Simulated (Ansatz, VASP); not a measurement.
**Two plane-wave programs on BiSb3O2**

```
Sb Bi O
1.0
     3.59840    0.00000    0.00000
     0.00000    3.59840    0.00000
     0.00000    0.00000   13.39036
Sb Bi O
3 1 2
Direct
  0.00000 0.00000 0.66477
  0.00000 0.00000 0.33523
  0.50000 0.50000 0.50000
  0.00000 0.00000 0.00000
  0.50000 0.50000 0.86814
  0.50000 0.50000 0.13186
```

Change from the starting cell: species swapped into the Er2Mg3Ru type (P4/mmm, No. 123).

Alike in both runs: task single point; functional PBE; k mesh 6 × 6 × 2; occupations gaussian, width 0.1 eV; no spin polarisation.

|  | VASP | Ansatz |
| --- | --- | --- |
| version | VASP 6.6.1 | Ansatz 0.2.0 |
| potentials or method | VASP PAW PBE potentials, release 64 (Sb, Bi_d, O), cutoff 520 eV | scalar-relativistic, plane waves, PAW |
| valence electrons in the cell | 42 | 72 |

```tsv
	VASP	Ansatz	Ansatz less VASP
gap on the k mesh at the Fermi level (eV)	none	none	-
pressure (GPa)	-11.1	-11.0	+0.08
traceless stress, the component that is largest in VASP (GPa)	-1.36	-1.36	-0.001
rms of the force components (eV/Å)	0.552	0.554	+0.0012
```

Atom by atom the forces differ by 0.004 eV/Å (rms over components). A gap of «none» marks a metal or a gap that the smearing closes. VASP's potentials hold 42 valence electrons a cell and Ansatz's 72, so a difference there can come from the potentials and not from the codes.

Neither program's run includes spin-orbit coupling.
